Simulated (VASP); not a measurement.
# Pd2Ru (Fd-3m) in VASP: further runs, part 2 of 2

VASP 6.6.1. Earlier steps stand in the parts before.

## Step 3: Relaxation of cell and atoms, PBE

INCAR reads:

```
ALGO = Fast ; EDIFF = 1E-6
EDIFFG = -0.01 ; ENCUT = 600
GGA = PE ; IBRION = 2
ISIF = 3 ; ISMEAR = 0
LASPH = True ; LCHARG = False
LREAL = False ; LWAVE = False
NELM = 60 ; NSW = 100
PREC = Accurate ; SIGMA = 0.1
```

KPOINTS reads:

```
k-points
0
Gamma
  10 10 10
```

POSCAR reads:

```
Pd2Ru
1.0
    0.0000000000      3.5986120361      3.5986120361
    3.5986120361      0.0000000000      3.5986120361
    3.5986120361      3.5986120361      0.0000000000
Ru Pd
2 4
Direct
    0.5000000000      0.5000000000      0.5000000000
    0.7500000000      0.7500000000      0.7500000000
    0.1250000000      0.1250000000      0.1250000000
    0.6250000000      0.1250000000      0.1250000000
    0.1250000000      0.1250000000      0.6250000000
    0.1250000000      0.6250000000      0.1250000000
```

Potentials or basis: VASP PAW PBE potentials, release 64 (Ru_pv, Pd).

The run is started by

```
cat potpaw_PBE.64/Ru_pv/POTCAR potpaw_PBE.64/Pd/POTCAR > POTCAR
mpirun -np 1 vasp_std > vasp.out
```

OUTCAR:

```text
EDIFF = 1E-6
   EDIFFG = -0.01
   ENCUT = 600
   GGA = PE
   IBRION = 2
   ISIF = 3
   ISMEAR = 0
   LASPH = True
   LREAL = False
   NELM = 60
   NSW = 100
   PREC = Accurate

 ion  position               nearest neighbor table
   1  0.500  0.500  0.500-   6 2.98   4 2.98   3 2.98   5 2.98   5 2.98   5 2.98   3 2.98   4 2.98
                             6 2.98   4 2.98   3 2.98   6 2.98   2 3.12   2 3.12   2 3.12   2 3.12
   2  0.750  0.750  0.750-   5 2.98   3 2.98   4 2.98   6 2.98   4 2.98   6 2.98   3 2.98   6 2.98
                             5 2.98   3 2.98   5 2.98   4 2.98   1 3.12   1 3.12   1 3.12   1 3.12
   3  0.125  0.125  0.125-   4 2.54   5 2.54   6 2.54   5 2.54   6 2.54   4 2.54   1 2.98   2 2.98
                             1 2.98   2 2.98   1 2.98   2 2.98
   4  0.625  0.125  0.125-   3 2.54   5 2.54   6 2.54   3 2.54   5 2.54   6 2.54   2 2.98   1 2.98
                             2 2.98   1 2.98   1 2.98   2 2.98
   5  0.125  0.125  0.625-   3 2.54   3 2.54   4 2.54   6 2.54   6 2.54   4 2.54   1 2.98   2 2.98
                             1 2.98   2 2.98   1 2.98   2 2.98
   6  0.125  0.625  0.125-   3 2.54   5 2.54   3 2.54   4 2.54   5 2.54   4 2.54   1 2.98   2 2.98
                             2 2.98   1 2.98   1 2.98   2 2.98

  LATTYP: Found a face centered cubic cell.
 ALAT       =     7.1972240722

  Lattice vectors:

 A1 = (   0.0000000000,   3.5986120361,   3.5986120361)
 A2 = (   3.5986120361,   0.0000000000,   3.5986120361)
 A3 = (   3.5986120361,   3.5986120361,   0.0000000000)

Analysis of symmetry for initial positions (statically):
=====================================================================
 Subroutine PRICEL returns:
 Original cell was already a primitive cell.

 Routine SETGRP: Setting up the symmetry group for a
 face centered cubic supercell.

 Subroutine GETGRP returns: Found 48 space group operations
 (whereof 24 operations were pure point group operations)
 out of a pool of 48 trial point group operations.

The static configuration has the point symmetry T_d .
 The point group associated with its full space group is O_h .

Analysis of symmetry for dynamics (positions and initial velocities):
=====================================================================
 Subroutine PRICEL returns:
 Original cell was already a primitive cell.

 Routine SETGRP: Setting up the symmetry group for a
 face centered cubic supercell.

 Subroutine GETGRP returns: Found 48 space group operations
 (whereof 24 operations were pure point group operations)
 out of a pool of 48 trial point group operations.

The dynamic configuration has the point symmetry T_d .
 The point group associated with its full space group is O_h .

 Subroutine INISYM returns: Found 48 space group operations
 (whereof 24 operations are pure point group operations),
 and found     1 'primitive' translations

----------------------------------------------------------------------------------------

                                     Primitive cell

  volume of cell :      93.2041

  direct lattice vectors                    reciprocal lattice vectors
     0.000000000  3.598612036  3.598612036    -0.138942458  0.138942458  0.138942458
     3.598612036  0.000000000  3.598612036     0.138942458 -0.138942458  0.138942458
     3.598612036  3.598612036  0.000000000     0.138942458  0.138942458 -0.138942458

  length of vectors
     5.089205947  5.089205947  5.089205947     0.240655396  0.240655396  0.240655396

  position of ions in fractional coordinates (direct lattice)
     0.500000000  0.500000000  0.500000000
[... 69 lines left out ...]
   number of dos      NEDOS =    301   number of ions     NIONS =      6
   total plane-waves  NPLWV =  74088
   dimension x,y,z NGX =    42 NGY =   42 NGZ =   42
   dimension x,y,z NGXF=    84 NGYF=   84 NGZF=   84
   ions per type =               2   4
   NGX,Y,Z   is equivalent  to a cutoff of  13.72, 13.72, 13.72 a.u.
   NGXF,Y,Z  is equivalent  to a cutoff of  27.44, 27.44, 27.44 a.u.
 SYSTEM =  unknown system
   PREC   = accura    normal or accurate (medium, high low for compatibility)
   ISTART =      0    job   : 0-new  1-cont  2-samecut
   ICHARG =      2    charge: 1-file 2-atom 10-const
   ISPIN  =      1    spin polarized calculation?
   LNONCOLLINEAR =      F non collinear calculations
   LSORBIT =      F    spin-orbit coupling
   LASPH  =      T    aspherical Exc in radial PAW
   ENCUT  =  600.0 eV  44.10 Ry    6.64 a.u.  10.16 10.16 10.16*2*pi/ulx,y,z
   NELM   =     60;   NELMIN=  2; NELMDL= -5     # of ELM steps
   EDIFF  = 0.1E-05   stopping-criterion for ELM
   LREAL  =      F    real-space projection
   EDIFFG = -.1E-01   stopping-criterion for IOM
   NSW    =    100    number of steps for IOM
   IBRION =      2    ionic relax: 0-MD 1-quasi-New 2-CG
   NFREE  =      1    steps in history (QN), initial steepest desc. (CG)
   ISIF   =      3    stress and relaxation
   ISYM   =      2    0-nonsym 1-usesym 2-fastsym
   POTIM  = 0.5000    time-step for ionic-motion
   TEBEG  =    0.0;   TEEND  =   0.0 temperature during run
   PSTRESS=    0.0 pullay stress
   NELECT =      68.0000    total number of electrons
   NUPDOWN=      -1.0000    fix difference up-down
   EMIN   =  10.00;   EMAX   =-10.00  energy-range for DOS
   EFERMI =   0.00;   METHOD = LEGACY
   ISMEAR =     0;   SIGMA  =   0.10  broadening in eV -4-tet -1-fermi 0-gaus
   EFERMI_NEDOS =   21; number of points for ismear=-14 and -15
   IALGO  =     68    algorithm
   IMIX   =      4    mixing-type and parameters
     AMIX     =   0.40;   BMIX     =  1.00
     AMIX_MAG =   1.60;   BMIX_MAG =  1.00
  volume/ion in A,a.u.               =      15.53       104.83
  Fermi-wavevector in a.u.,A,eV,Ry     =   1.473780  2.785041 29.552244  2.172029
  Thomas-Fermi vector in A             =   2.588632
   LORBIT       =      0    0 simple, 1 ext, 2 COOP (PROOUT), +10 PAW based schemes
   GGA     = PE    functional components
   LHFCALC =     F    Hartree Fock is set to
   AEXX    =    0.0000 exact exchange contribution
   IVDW    =     0    specifies the selected vdW correction
   LEPSILON=     F    determine dielectric tensor
   LRPA    =     F    only Hartree local field effects (RPA)
 conjugate gradient relaxation of ions
 non-spin polarized calculation
 RMM-DIIS sequential band-by-band and
 Gauss-broadening in eV      SIGMA  =   0.10
  energy-cutoff  :      600.00
  volume of cell :       93.20
 maximum number of plane-waves:      3138
 NGX is ok and might be reduce to    42
   NGX = 21   NGY = 21   NGZ = 21

--------------------------------------- Ionic step        1  -------------------------------------------

 number of electron      68.0000014 magnetization

 Free energy of the ion-electron system (eV)
  ---------------------------------------------------
  ext. energy  EPLUGINS =         0.00000000
  ---------------------------------------------------
  free energy    TOTEN  =       -35.50397924 eV

  energy without entropy =      -35.43498905  energy(sigma->0) =      -35.46948414

------------------------ aborting loop because EDIFF is reached ----------------------------------------

  FORCE on cell =-STRESS in cart. coord.  units (eV):
  Direction    XX          YY          ZZ          XY          YZ          ZX
  --------------------------------------------------------------------------------------
  -------------------------------------------------------------------------------------
  Total       -0.1508259     -0.1508259     -0.1508259      0.0000000      0.0000000      0.0000000
  in kB       -2.5926952     -2.5926952     -2.5926952      0.0000000      0.0000000      0.0000000
  external PRESSURE =      -2.5926952 kB  Pullay stress =       0.0000000 kB
[... 67 lines left out ...]
--------------------------------------- Ionic step        3  -------------------------------------------

 number of electron      68.0000015 magnetization

 Free energy of the ion-electron system (eV)
  ---------------------------------------------------
  ext. energy  EPLUGINS =         0.00000000
  ---------------------------------------------------
  free energy    TOTEN  =       -35.50410222 eV

  energy without entropy =      -35.43530761  energy(sigma->0) =      -35.46970491

 E-fermi :   9.8252     XC(G=0): -13.0080

 val. band max:        9.8216965888   @ k =  -0.3000   0.4000   0.1000
 cond. band min:       9.8314081546   @ k =   0.5000   0.2000   0.1000
 fundamental gap:      0.0097115658
 Fermi energy:         9.8251906548

 k-point     1 :       0.0000    0.0000    0.0000
  band No.  band energies     occupation
      1     -32.6674      2.00000
      2     -32.6674      2.00000
      3     -32.6674      2.00000
      4     -32.6045      2.00000
      5     -32.6045      2.00000
      6     -32.6045      2.00000
[... 1021 lines left out ...]
     39      11.7178      0.00000
     40      12.4870      0.00000

 [... further k-points ...]
[... 5 lines left out ...]
  --------------------------------------------------------------------------------------
  -------------------------------------------------------------------------------------
  Total        0.0310685      0.0310685      0.0310685     -0.0000000      0.0000000     -0.0000000
  in kB        0.5348935      0.5348935      0.5348935     -0.0000000      0.0000000     -0.0000000
  external PRESSURE =       0.5348935 kB  Pullay stress =       0.0000000 kB
[... 21 lines left out ...]
  FREE ENERGIE OF THE ION-ELECTRON SYSTEM (eV)
  ---------------------------------------------------
  free  energy   TOTEN  =       -35.5041022150 eV

  energy  without entropy=      -35.4353076050  energy(sigma->0) =      -35.46970491

 reached required accuracy - stopping structural energy minimisation
```

CONTCAR:

```text
Pd2Ru
   1.00000000000000
    -0.0000000000000000    3.5967566827095654    3.5967566827095654
     3.5967566827095654   -0.0000000000000000    3.5967566827095654
     3.5967566827095654    3.5967566827095654   -0.0000000000000000
  Ru              Pd
     2     4
Direct
     0.5000000000000000    0.5000000000000000    0.5000000000000000
     0.7500000000000000    0.7500000000000000    0.7500000000000000
     0.1250000000000000    0.1250000000000000    0.1250000000000000
     0.6250000000000000    0.1250000000000000    0.1250000000000000
     0.1250000000000000    0.1250000000000000    0.6250000000000000
     0.1250000000000000    0.6250000000000000    0.1250000000000000

  0.00000000E+00  0.00000000E+00  0.00000000E+00
  0.00000000E+00  0.00000000E+00  0.00000000E+00
  0.00000000E+00  0.00000000E+00  0.00000000E+00
  0.00000000E+00  0.00000000E+00  0.00000000E+00
  0.00000000E+00  0.00000000E+00  0.00000000E+00
  0.00000000E+00  0.00000000E+00  0.00000000E+00
```

It took 5 min on 1 thread of Intel Xeon 6975P-C (Granite Rapids), shared host; peak memory 0.39 GiB.

What came out:

```
Free energy                           : -35.5041 eV
Relaxed volume                        : 15.51 Å³/atom
Relaxed cell                          : a = 5.087 Å, b = 5.087 Å, c = 5.087 Å, α = 60.00°, β = 60.00°, γ = 60.00°
Space group after relaxing (to 0.1 Å) : Fd-3m (No. 227)
Energy gained by relaxing             : 0.0 meV/atom
Ionic steps                           : 3
Pressure after relaxing               : 0.1 GPa
Band gap on the k mesh                : zero (bands 34 and 35 overlap by 0.53 eV)
```

The path:
```
step  energy change (eV)  largest force (eV/Å)  pressure (GPa)  volume (Å³)
   1              0.0000                0.0000           -0.26        93.20
   2              0.0001                0.0000            0.42        92.87
   3             -0.0001                0.0000            0.05        93.06
```

Final structure:
```cif
data_structure
_symmetry_space_group_name_H-M 'P 1'
_symmetry_Int_Tables_number 1
_cell_length_a 5.0866
_cell_length_b 5.0866
_cell_length_c 5.0866
_cell_angle_alpha 60.000
_cell_angle_beta 60.000
_cell_angle_gamma 60.000
_cell_volume 93.06
loop_
_atom_site_label
_atom_site_type_symbol
_atom_site_fract_x
_atom_site_fract_y
_atom_site_fract_z
_atom_site_occupancy
Ru1 Ru 0.50000 0.50000 0.50000 1
Ru2 Ru 0.75000 0.75000 0.75000 1
Pd1 Pd 0.12500 0.12500 0.12500 1
Pd2 Pd 0.62500 0.12500 0.12500 1
Pd3 Pd 0.12500 0.12500 0.62500 1
Pd4 Pd 0.12500 0.62500 0.12500 1
```
